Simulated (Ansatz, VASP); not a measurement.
# One calculation of Fe, two programs

```xyz
2
Lattice="2.4828 0.0000 0.0000 -1.2414 2.1502 0.0000 0.0000 0.0000 3.8419" Properties=species:S:1:pos:R:3 pbc="T T T"
Fe    0.0000    1.4335    0.9605
Fe    1.2414    0.7167    2.8815
```

Change from the starting cell: equal xx and yy strain of +2 %, crystal datasets.

Alike in both runs: task electric field gradients; functional PBEsol; k mesh 17 × 17 × 10; occupations fermi-dirac, width 0.08 eV; no spin polarisation.

```csv
,VASP,Ansatz
version,VASP 6.6.1,Ansatz 0.2.0
potentials or method,"VASP PAW PBE potentials, release 64 (Fe), cutoff 520 eV","all-electron PAW with datasets made for the crystal, scalar-relativistic"
```

|  | VASP | Ansatz | Ansatz less VASP |
| --- | --- | --- | --- |
| pressure (GPa) | -12.7 | -12.4 | +0.25 |
| traceless stress, the component that is largest in VASP (GPa) | 5.65 | 5.87 | +0.228 |
| size of Vzz on the site where it differs most (V/Å²) | 12.3 | 7.3 | -4.97 |

VASP's potentials were made for PBE, not for PBEsol. Ansatz ran all-electron here, and VASP with PAW potentials. Ansatz's warnings: printed levels off.
